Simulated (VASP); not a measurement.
Runs of VASP 6.6.1 on Ba. The structure is that of space group P6_3/mmc (No. 194), or close to it. The cells are those of the table. This isn't the form of Ba at room conditions, which is bcc.

| cell | k mesh | gap on the mesh (eV) | pressure (GPa) |
| --- | --- | --- | --- |
| a = 4.501, b = 4.501, c = 14.691 Å, angles 90.0, 90.0, 120.0°, 4 atoms | 9 × 9 × 3 | none | (a) |
| a = 4.563, b = 4.563, c = 14.892 Å, angles 90.0, 90.0, 120.0°, 4 atoms | 8 × 8 × 3 | none | 0.1 |
| a = 4.438, b = 4.438, c = 14.484 Å, angles 90.0, 90.0, 120.0°, 4 atoms | 9 × 9 × 3 | none | 0.8 |
| a = 4.372, b = 4.372, c = 14.271 Å, angles 90.0, 90.0, 120.0°, 4 atoms | 9 × 9 × 3 | none | 1.3 |
| a = 4.563, b = 4.563, c = 14.892 Å, angles 90.0, 90.0, 120.0°, 4 atoms | 9 × 9 × 3 | none | 0.1 |

Alike in all rows: task single point; level BLYP; potentials or basis VASP PAW PBE potentials, release 64 (Ba_sv); no spin polarisation; cutoff (eV) 520; smearing fermi-dirac 0.1 eV.

Fill in the values left out.

(a) 0.4.

Caveats: the PAW data sets were made with another functional, which shifts forces and pressure a little; spin-orbit coupling is left out, which moves the levels of the heavy elements.

A k mesh can miss the band edges, and the runs leave out spin-orbit coupling on Ba.

A gap of «none» marks levels without a gap at the run's occupations.
